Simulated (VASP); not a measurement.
# Hg (Im-3m) in VASP: notebook

Hg is run at these levels: PBE; tasks: single point.

Program: VASP 6.6.1. These are calculated values, not measurements. Logs are shortened: lines on timing, memory, paths and dates and some standing lists are left out, and cuts for length are marked.

## Step 1: The cell of the first run

Symmetry: Im-3m, No. 229, cubic system. The conventional cell has a = 3.876 Å, b = 3.876 Å, c = 3.876 Å, α = 90.00°, β = 90.00°, γ = 90.00°. Hg (site symmetry m-3m) has 14 Hg at 3.36 to 3.88 Å within 4.4 Å.

## Step 2: Single point, PBE

INCAR reads:

```
PREC = Accurate
ENCUT = 500
EDIFF = 1E-6
ISMEAR = -1
SIGMA = 0.1
LREAL = False
LASPH = True
NELM = 120
ALGO = Normal
ISIF = 2
LWAVE = False
LCHARG = False
GGA = PE
NBANDS = 12
GGA_COMPAT = False
```

KPOINTS reads:

```
regular mesh
0
Gamma
  14 14 14
```

POSCAR reads:

```
Hg
1.0
   -1.9377811454      1.9377811454      1.9377811454
    1.9377811454     -1.9377811454      1.9377811454
    1.9377811454      1.9377811454     -1.9377811454
Hg
1
Direct
    0.0000000000      0.0000000000      0.0000000000
```

Potentials or basis: VASP PAW PBE potentials, release 64 (Hg).

Launch:

```
$ cat potpaw_PBE.64/Hg/POTCAR > POTCAR
$ mpirun -np 1 vasp_std > vasp.out
```

OUTCAR:

```text
PREC = Accurate
   ENCUT = 500
   EDIFF = 1E-6
   ISMEAR = -1
   LREAL = False
   LASPH = True
   NELM = 120
   ISIF = 2
   GGA = PE

 ion  position               nearest neighbor table
   1  0.000  0.000  0.000-

  LATTYP: Found a body centered cubic cell.
 ALAT       =     3.8755622908

  Lattice vectors:

 A1 = (  -1.9377811454,   1.9377811454,   1.9377811454)
 A2 = (   1.9377811454,  -1.9377811454,   1.9377811454)
 A3 = (   1.9377811454,   1.9377811454,  -1.9377811454)

Analysis of symmetry for initial positions (statically):
=====================================================================
 Subroutine PRICEL returns:
 Original cell was already a primitive cell.

 Routine SETGRP: Setting up the symmetry group for a
 body centered cubic supercell.

 Subroutine GETGRP returns: Found 48 space group operations
 (whereof 48 operations were pure point group operations)
 out of a pool of 48 trial point group operations.

The static configuration has the point symmetry O_h .

Analysis of symmetry for dynamics (positions and initial velocities):
=====================================================================
 Subroutine PRICEL returns:
 Original cell was already a primitive cell.

 Routine SETGRP: Setting up the symmetry group for a
 body centered cubic supercell.

 Subroutine GETGRP returns: Found 48 space group operations
 (whereof 48 operations were pure point group operations)
 out of a pool of 48 trial point group operations.

The dynamic configuration has the point symmetry O_h .

 Subroutine INISYM returns: Found 48 space group operations
 (whereof 48 operations are pure point group operations),
 and found     1 'primitive' translations

----------------------------------------------------------------------------------------

                                     Primitive cell

  volume of cell :      29.1054

  direct lattice vectors                    reciprocal lattice vectors
    -1.937781145  1.937781145  1.937781145     0.000000000  0.258027075  0.258027075
     1.937781145 -1.937781145  1.937781145     0.258027075  0.000000000  0.258027075
     1.937781145  1.937781145 -1.937781145     0.258027075  0.258027075  0.000000000

  length of vectors
     3.356335398  3.356335398  3.356335398     0.364905388  0.364905388  0.364905388

  position of ions in fractional coordinates (direct lattice)
     0.000000000  0.000000000  0.000000000

  ion indices of the primitive-cell ions
   primitive index   ion index
                 1           1

----------------------------------------------------------------------------------------

 KPOINTS: regular mesh

Automatic generation of k-mesh.
 Grid dimensions read from file:
 generate k-points for:   14   14   14

 Generating k-lattice:

  Cartesian coordinates                     Fractional coordinates (reciprocal lattice)
     0.000000000  0.018430505  0.018430505     0.071428571  0.000000000  0.000000000
     0.018430505  0.000000000  0.018430505     0.000000000  0.071428571  0.000000000
     0.018430505  0.018430505  0.000000000     0.000000000  0.000000000  0.071428571

  Length of vectors
     0.026064671  0.026064671  0.026064671

  Shift w.r.t. Gamma in fractional coordinates (k-lattice)
     0.000000000  0.000000000  0.000000000

 Subroutine IBZKPT returns following result:
 ===========================================

 Found    104 irreducible k-points:

 Following reciprocal coordinates:
            Coordinates               Weight
  0.000000  0.000000  0.000000      1.000000
  0.071429  0.000000  0.000000     12.000000
  0.142857  0.000000  0.000000     12.000000
  0.214286  0.000000  0.000000     12.000000
  0.285714  0.000000  0.000000     12.000000
  0.357143  0.000000  0.000000     12.000000
[... 16 lines left out ...]
  0.285714  0.285714  0.000000     24.000000
  0.357143  0.285714  0.000000     24.000000
 [... further k-points ...]
   k-points           NKPTS =    104   k-points in BZ     NKDIM =    104   number of bands    NBANDS=     12
   number of dos      NEDOS =    301   number of ions     NIONS =      1
   total plane-waves  NPLWV =  13824
   dimension x,y,z NGX =    24 NGY =   24 NGZ =   24
   dimension x,y,z NGXF=    48 NGYF=   48 NGZF=   48
   ions per type =               1
   NGX,Y,Z   is equivalent  to a cutoff of  11.89, 11.89, 11.89 a.u.
   NGXF,Y,Z  is equivalent  to a cutoff of  23.78, 23.78, 23.78 a.u.
 SYSTEM =  unknown system
   PREC   = accura    normal or accurate (medium, high low for compatibility)
   ISTART =      0    job   : 0-new  1-cont  2-samecut
   ICHARG =      2    charge: 1-file 2-atom 10-const
   ISPIN  =      1    spin polarized calculation?
   LNONCOLLINEAR =      F non collinear calculations
   LSORBIT =      F    spin-orbit coupling
   LASPH  =      T    aspherical Exc in radial PAW
   ENCUT  =  500.0 eV  36.75 Ry    6.06 a.u.   6.12  6.12  6.12*2*pi/ulx,y,z
   NELM   =    120;   NELMIN=  2; NELMDL= -5     # of ELM steps
   EDIFF  = 0.1E-05   stopping-criterion for ELM
   LREAL  =      F    real-space projection
   EDIFFG = 0.1E-04   stopping-criterion for IOM
   NSW    =      0    number of steps for IOM
   IBRION =     -1    ionic relax: 0-MD 1-quasi-New 2-CG
   NFREE  =      0    steps in history (QN), initial steepest desc. (CG)
   ISIF   =      2    stress and relaxation
   ISYM   =      2    0-nonsym 1-usesym 2-fastsym
   POTIM  = 0.5000    time-step for ionic-motion
   TEBEG  =    0.0;   TEEND  =   0.0 temperature during run
   PSTRESS=    0.0 pullay stress
   NELECT =      12.0000    total number of electrons
   NUPDOWN=      -1.0000    fix difference up-down
   EMIN   =  10.00;   EMAX   =-10.00  energy-range for DOS
   EFERMI =   0.00;   METHOD = LEGACY
   ISMEAR =    -1;   SIGMA  =   0.10  broadening in eV -4-tet -1-fermi 0-gaus
   EFERMI_NEDOS =   21; number of points for ismear=-14 and -15
   IALGO  =     38    algorithm
   IMIX   =      4    mixing-type and parameters
     AMIX     =   0.40;   BMIX     =  1.00
     AMIX_MAG =   1.60;   BMIX_MAG =  1.00
  volume/ion in A,a.u.               =      29.11       196.41
  Fermi-wavevector in a.u.,A,eV,Ry     =   1.218458  2.302552 20.199748  1.484640
  Thomas-Fermi vector in A             =   2.353744
   LORBIT       =      0    0 simple, 1 ext, 2 COOP (PROOUT), +10 PAW based schemes
   GGA     = PE    functional components
   LHFCALC =     F    Hartree Fock is set to
   AEXX    =    0.0000 exact exchange contribution
   IVDW    =     0    specifies the selected vdW correction
   LEPSILON=     F    determine dielectric tensor
   LRPA    =     F    only Hartree local field effects (RPA)
 non-spin polarized calculation
  energy-cutoff  :      500.00
  volume of cell :       29.11
 maximum number of plane-waves:       749
   NGX = 13   NGY = 13   NGZ = 13

 number of electron      12.0000005 magnetization

 Free energy of the ion-electron system (eV)
  ---------------------------------------------------
  ext. energy  EPLUGINS =         0.00000000
  ---------------------------------------------------
  free energy    TOTEN  =        -0.18384467 eV

  energy without entropy =       -0.17748729  energy(sigma->0) =       -0.18066598

 E-fermi :   1.2468     XC(G=0):  -9.7289

 val. band max:        1.0958439645   @ k =   0.4286   0.0714   0.0714
 cond. band min:       1.2609686516   @ k =   0.4286   0.1429   0.0000
 fundamental gap:      0.1651246871
 Fermi energy:         1.2468253767

 k-point     1 :       0.0000    0.0000    0.0000
  band No.  band energies     occupation
      1      -6.2209      2.00000
      2      -5.2454      2.00000
      3      -5.2454      2.00000
      4      -5.2454      2.00000
      5      -4.6545      2.00000
      6      -4.6545      2.00000
      7      14.9011      0.00000
      8      14.9011      0.00000
      9      14.9011      0.00000
     10      15.7443      0.00000
     11      15.7443      0.00000
     12      15.7443      0.00000

 k-point     2 :       0.0714    0.0000    0.0000
  band No.  band energies     occupation
      1      -6.1064      2.00000
      2      -5.2603      2.00000
      3      -5.2364      2.00000
      4      -5.2010      2.00000
      5      -4.6701      2.00000
      6      -4.6541      2.00000
      7      13.6036      0.00000
      8      14.4444      0.00000
      9      14.5330      0.00000
     10      15.4028      0.00000
     11      15.6881      0.00000
     12      15.7532      0.00000

 k-point     3 :       0.1429    0.0000    0.0000
  band No.  band energies     occupation
      1      -5.8041      2.00000
      2      -5.3016      2.00000
      3      -5.1759      2.00000
      4      -5.0737      2.00000
      5      -4.7045      2.00000
      6      -4.6524      2.00000
      7      11.1786      0.00000
      8      13.4233      0.00000
      9      13.6290      0.00000
     10      14.9609      0.00000
     11      15.5524      0.00000
     12      16.1023      0.00000

 k-point     4 :       0.2143    0.0000    0.0000
  band No.  band energies     occupation
      1      -5.5734      2.00000
      2      -5.3606      2.00000
      3      -4.8822      2.00000
      4      -4.8297      2.00000
      5      -4.7212      2.00000
      6      -4.6493      2.00000
      7       8.6759      0.00000
      8      12.2727      0.00000
      9      12.6681      0.00000
     10      14.5780      0.00000
     11      15.3960      0.00000
     12      16.7700      0.00000

 k-point     5 :       0.2857    0.0000    0.0000
  band No.  band energies     occupation
      1      -5.5784      2.00000
      2      -5.4252      2.00000
      3      -4.7396      2.00000
      4      -4.6579      2.00000
      5      -4.6447      2.00000
      6      -4.0017      2.00000
      7       6.2861      0.00000
      8      11.2116      0.00000
      9      11.8429      0.00000
     10      14.3047      0.00000
     11      15.2583      0.00000
     12      17.6860      0.00000

 k-point     6 :       0.3571    0.0000    0.0000
  band No.  band energies     occupation
      1      -5.6477      2.00000
      2      -5.4826      2.00000
      3      -4.7240      2.00000
      4      -4.6395      2.00000
      5      -4.4436      2.00000
      6      -2.8920      2.00000
      7       4.0677      0.00000
      8      10.3633      0.00000
      9      11.2218      0.00000
     10      14.1359      0.00000
     11      15.1562      0.00000
     12      18.7840      0.00000

 k-point     7 :       0.4286    0.0000    0.0000
  band No.  band energies     occupation
      1      -5.7083      2.00000
      2      -5.5219      2.00000
      3      -4.7069      2.00000
      4      -4.6354      2.00000
      5      -4.2876      2.00000
      6      -1.5558      2.00000
      7       2.0674      0.00055
      8       9.8146      0.00000
      9      10.8379      0.00000
     10      14.0488      0.00000
     11      15.0946      0.00000
     12      19.9151      0.00000

 k-point     8 :       0.5000    0.0000    0.0000
  band No.  band energies     occupation
      1      -5.7314      2.00000
      2      -5.5358      2.00000
      3      -4.6999      2.00000
      4      -4.6338      2.00000
      5      -4.2303      2.00000
      6      -0.4091      2.00000
      7       0.6993      1.99166
      8       9.6245      0.00000
      9      10.7081      0.00000
     10      14.0224      0.00000
     11      15.0741      0.00000
     12      20.1017      0.00000
[... 166 lines left out ...]
 k-point    20 :       0.2143    0.2143    0.0000
  band No.  band energies     occupation
      1      -5.5175      2.00000
      2      -5.2758      2.00000
      3      -4.8902      2.00000
      4      -4.7557      2.00000
      5      -4.5829      2.00000
      6      -2.5797      2.00000
      7       4.9805      0.00000
      8       7.2485      0.00000
      9      10.7884      0.00000
     10      15.9337      0.00000
     11      16.4243      0.00000
     12      19.4900      0.00000

 k-point    21 :       0.2857    0.2143    0.0000
  band No.  band energies     occupation
      1      -5.5447      2.00000
      2      -5.2886      2.00000
      3      -4.8434      2.00000
      4      -4.7180      2.00000
      5      -4.5296      2.00000
      6      -1.4668      2.00000
      7       3.5163      0.00000
      8       6.2296      0.00000
      9      10.3969      0.00000
     10      15.9089      0.00000
     11      17.0685      0.00000
     12      19.7665      0.00000

 k-point    22 :       0.3571    0.2143    0.0000
  band No.  band energies     occupation
      1      -5.5629      2.00000
      2      -5.3066      2.00000
      3      -4.8257      2.00000
      4      -4.6891      2.00000
      5      -4.4779      2.00000
      6      -0.3703      2.00000
      7       2.1774      0.00018
      8       5.7658      0.00000
      9      10.1936      0.00000
     10      15.8291      0.00000
     11      18.0097      0.00000
     12      19.1006      0.00000

 k-point    23 :       0.2857    0.2857    0.0000
  band No.  band energies     occupation
      1      -5.5442      2.00000
      2      -5.1927      2.00000
      3      -4.9210      2.00000
      4      -4.6733      2.00000
      5      -4.5350      2.00000
      6      -0.4539      2.00000
      7       2.9794      0.00000
      8       4.7657      0.00000
      9      10.1682      0.00000
     10      16.6057      0.00000
     11      17.0446      0.00000
     12      19.1643      0.00000

 k-point    24 :       0.3571    0.2857    0.0000
  band No.  band energies     occupation
      1      -5.5444      2.00000
      2      -5.1467      2.00000
      3      -4.9627      2.00000
      4      -4.6381      2.00000
      5      -4.5503      2.00000
      6       0.0797      1.99998
      7       2.7181      0.00000
      8       4.1555      0.00000
      9      10.0906      0.00000
     10      16.7153      0.00000
     11      17.7047      0.00000
     12      18.1832      0.00000

 [... further k-points ...]
[... 5 lines left out ...]
  --------------------------------------------------------------------------------------
  -------------------------------------------------------------------------------------
  Total        0.0185785      0.0185785      0.0185785     -0.0000000      0.0000000     -0.0000000
  in kB        1.0226963      1.0226963      1.0226963     -0.0000000      0.0000000     -0.0000000
  external PRESSURE =       1.0226963 kB  Pullay stress =       0.0000000 kB

 VOLUME and BASIS-vectors are now :
 -----------------------------------------------------------------------------
  energy-cutoff  :      500.00
  volume of cell :       29.11
      direct lattice vectors                 reciprocal lattice vectors
    -1.937781145  1.937781145  1.937781145     0.000000000  0.258027075  0.258027075
     1.937781145 -1.937781145  1.937781145     0.258027075  0.000000000  0.258027075
     1.937781145  1.937781145 -1.937781145     0.258027075  0.258027075  0.000000000

 POSITION                                       TOTAL-FORCE (eV/Angst)
 -----------------------------------------------------------------------------------
      0.00000      0.00000      0.00000         0.000000      0.000000     -0.000000
 -----------------------------------------------------------------------------------
    total drift:                                0.000000      0.000000     -0.000000

  FREE ENERGIE OF THE ION-ELECTRON SYSTEM (eV)
  ---------------------------------------------------
  free  energy   TOTEN  =        -0.1838446676 eV

  energy  without entropy=       -0.1774872909  energy(sigma->0) =       -0.18066598
```

Wall time 12 s (1 thread of Intel Xeon Platinum 8488C (Sapphire Rapids), shared host); peak memory 0.15 GiB.

What came out:

| Property | Result |
| --- | --- |
| Free energy | -0.1838 eV |
| Pressure | 0.1 GPa |
| Band gap on the k mesh | zero (band 6 reaches 3.06 eV, above the bottom of band 7 at 0.70 eV) |

Caveat: spin-orbit coupling is left out, which moves the levels of the heavy elements.

## Step 3: Single point, PBE

INCAR reads:

```
SYSTEM = Hg
ALGO = Normal
EDIFF = 1E-6
ENCUT = 500
GGA = PE
GGA_COMPAT = .FALSE.
ISIF = 2
ISMEAR = -1
LASPH = .TRUE.
LCHARG = .FALSE.
LREAL = .FALSE.
LWAVE = .FALSE.
NBANDS = 12
NELM = 120
PREC = Accurate
SIGMA = 0.1
```

KPOINTS reads:

```
k-points
0
G
  14 14 14
  0 0 0
```

POSCAR is that of step 2.

Potentials or basis: VASP PAW PBE potentials, release 64 (Hg).

Launch:

```
$ cat potpaw_PBE.64/Hg/POTCAR > POTCAR
$ mpirun -np 1 vasp_std > vasp.out
```

Wall time 20 s (1 thread of Intel Xeon 8259CL, shared host); peak memory 0.16 GiB.

It converged, with:

```yaml
Free_energy: -0.1838 eV
Pressure: 0.1 GPa
Band_gap_on_the_k_mesh: zero (band 6 reaches 3.06 eV, above the bottom of band 7 at 0.70 eV)
```

Levels at points of the mesh, in eV from the Fermi level:
| k point | band 2 | band 3 | band 4 | band 5 | band 6 | band 7 | band 8 | band 9 | band 10 | band 11 |
| --- | --- | --- | --- | --- | --- | --- | --- | --- | --- | --- |
| (0.00, 0.00, 0.00) | -6.49 | -6.49 | -6.49 | -5.90 | -5.90 | 13.65 | 13.65 | 13.65 | 14.50 | 14.50 |
| (0.50, 0.00, 0.00) | -6.78 | -5.95 | -5.88 | -5.48 | -1.66 | -0.55 | 8.38 | 9.46 | 12.78 | 13.83 |
| (0.50, 0.50, 0.50) | -6.92 | -5.58 | -5.58 | -5.58 | 1.81 | 3.78 | 3.78 | 3.78 | 9.11 | 9.11 |

Caveat: spin-orbit coupling is left out, which moves the levels of the heavy elements.
